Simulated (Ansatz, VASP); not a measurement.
# Two plane-wave programs on Al

The input INCAR:

```
SYSTEM = Al
ALGO = Fast
EDIFF = 1E-6
ENCUT = 520
GGA = PE
ISIF = 2
ISMEAR = 0
IVDW = 12
LASPH = .True.
LCHARG = .True.
LELF = .True.
LREAL = .False.
LVHAR = .True.
LWAVE = .False.
NBANDS = 14
NELM = 100
PREC = Accurate
SIGMA = 0.15
```

File KPOINTS:

```
k-points
0
Gamma
  18 18 4
  0 0 0
```

File POSCAR:

```
Al
1.0
    2.8144222649      0.0000000000      0.0000000000
   -1.4072111325      2.4373611784      0.0000000000
    0.0000000000      0.0000000000      9.2410470711
Al
4
Direct
   -0.2012170844     -0.1867593544      0.0000000000
    0.3333333333      0.6666666667      0.2500000000
    0.2012170844      0.1867593544      0.5000000000
    0.6666666667      0.3333333333      0.7500000000
```

Input for Ansatz:

```yaml
crystal:
  lattice:
    - [2.8144222649, 0.0, 0.0]
    - [-1.4072111325, 2.4373611784, 0.0]
    - [0.0, 0.0, 9.2410470711]
  atoms:
    - { symbol: Al, position: [-0.2012170844, -0.1867593544, 0.0] }
    - { symbol: Al, position: [0.3333333333, 0.6666666667, 0.25] }
    - { symbol: Al, position: [0.2012170844, 0.1867593544, 0.5] }
    - { symbol: Al, position: [0.6666666667, 0.3333333333, 0.75] }
basis:
  ecutwfc: 420
kpoints:
  mp_grid: { grid: [18, 18, 4] }
hamiltonian:
  xc: pbe
  pseudopotentials: { kind: paw, azcp: { folder: soft_1 } }
  dispersion: d3bj
scf:
  occupations: { method: gaussian, width: 0.15 }
output:
  forces: true
  stress: true
  eigenvalues: true
```

Change from the starting cell: mode 4 frozen in at -0.303 Å and mode 5 at -0.455 Å (largest displacements).

Alike in both runs: task single point; functional PBE; dispersion D3(BJ); k mesh 18 × 18 × 4; occupations gaussian, width 0.15 eV; no spin polarisation.

|  | VASP | Ansatz |
| --- | --- | --- |
| version | VASP 6.6.1 | Ansatz 0.2.0 |
| potentials or method | VASP PAW PBE potentials, release 64 (Al), cutoff 520 eV | scalar-relativistic, plane waves, PAW |
| valence electrons in the cell | 12 | 12 |

```tsv
	VASP	Ansatz	Ansatz less VASP
gap on the k mesh at the Fermi level (eV)	none	none	-
pressure (GPa)	2.5	2.5	0.00
traceless stress, the component that is largest in VASP (GPa)	4.06	4.06	-0.004
rms of the force components (eV/Å)	0.251	0.251	+0.0002
```

Atom by atom the forces differ by 0.000 eV/Å (rms over components). A gap of «none» marks a metal or a gap that the smearing closes.
